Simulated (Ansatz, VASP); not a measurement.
# CuI in VASP and in Ansatz

File INCAR:

```
SYSTEM = CuI
PREC = Accurate ; ENCUT = 600
EDIFF = 1E-6 ; ISMEAR = -1
SIGMA = 0.05 ; LREAL = .False.
LASPH = .True. ; NELM = 80
ALGO = Normal ; ISIF = 3
LWAVE = .False. ; LCHARG = .False.
GGA = B5 ; ALDAX = 1.0
AGGAX = 1.0 ; AGGAC = 1.0
ALDAC = 0.0 ; IBRION = 2
NSW = 80 ; EDIFFG = -0.02
```

File KPOINTS:

```
regular mesh
0
Gamma
  8 8 8
  0 0 0
```

The input POSCAR:

```
CuI
1.0
    0.0000000000      3.0315000000      3.0315000000
    3.0315000000      0.0000000000      3.0315000000
    3.0315000000      3.0315000000      0.0000000000
I Cu
1 1
Direct
    0.0000000000      0.0000000000      0.0000000000
    0.7500000000      0.7500000000      0.7500000000
```

The input input.yaml:

```yaml
crystal:
  lattice:
    - [0.0, 3.0315, 3.0315]
    - [3.0315, 0.0, 3.0315]
    - [3.0315, 3.0315, 0.0]
  atoms:
    - { symbol: I, position: [0.0, 0.0, 0.0] }
    - { symbol: Cu, position: [0.75, 0.75, 0.75] }
kpoints:
  mp_grid: { grid: [8, 8, 8] }
scf:
  occupations: { method: fermi_dirac, width: 0.05 }
hamiltonian:
  xc: blyp
  pseudopotentials: { kind: all_electron, lapw: { basis_error: 0.001 } }
output:
  forces: true
  stress: true
relax:
  f_tol: 0.02
  max_steps: 60
  cell: {}
```

Alike in both runs: task relaxation of cell and atoms; functional BLYP; k mesh 8 × 8 × 8; occupations fermi-dirac, width 0.05 eV; no spin polarisation.

|  | VASP | Ansatz |
| --- | --- | --- |
| version | VASP 6.6.1 | Ansatz 0.2.0 |
| potentials or method | VASP PAW PBE potentials, release 64 (I, Cu), cutoff 600 eV | all-electron LAPW, scalar-relativistic |

Ansatz gave:

```
relaxed volume (Å³/atom)                                     : 30.54
relaxed cell length with the largest relative difference (Å) : 4.420
```

**Question.** Which values does VASP return?

**Answer.** Relaxed volume (Å³/atom): 30.66; relaxed cell length with the largest relative difference (Å): 4.426.

VASP's potentials were made for PBE, not for BLYP. Ansatz ran all-electron here, and VASP with PAW potentials.

Spin-orbit coupling is off throughout.
